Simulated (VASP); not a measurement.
Here is a VASP 6.6.1 calculation.

File INCAR:

```
  PREC = Accurate
  ENCUT = 520
  EDIFF = 1E-6
  ISMEAR = 1
  SIGMA = 0.1
  LREAL = F
  LASPH = T
  NELM = 100
  ALGO = Normal
  ISIF = 2
  LWAVE = F
  LCHARG = F
  GGA = PE
  NBANDS = 20
```

File KPOINTS:

```
regular mesh
0
Gamma
  11 11 11
```

Contents of POSCAR:

```
MoS2
1.0
    1.6076038203      0.9281500657      6.2574452501
   -1.6076038203      0.9281500657      6.2574452501
    0.0000000000     -1.8563011488      6.2574452501
Mo S
1 2
Direct
    0.0000000000      0.0000000000      0.0000000000
    0.2500000000      0.2500000000      0.2500000000
    0.4170000000      0.4170000000      0.4170000000
```

Potentials or basis: VASP PAW PBE potentials, release 64 (Mo_sv, S).

Command:

```sh
$ cat potpaw_PBE.64/Mo_sv/POTCAR potpaw_PBE.64/S/POTCAR > POTCAR
$ mpirun -np 1 vasp_std > vasp.out
```

Predict the pressure.

-2.4 GPa.

What does it give for the largest force?

0.399 eV/Å.

Stress tensor (GPa, compression positive):
```
-2.89  0.00  0.00
 0.00 -2.89  0.00
 0.00  0.00 -1.42
```
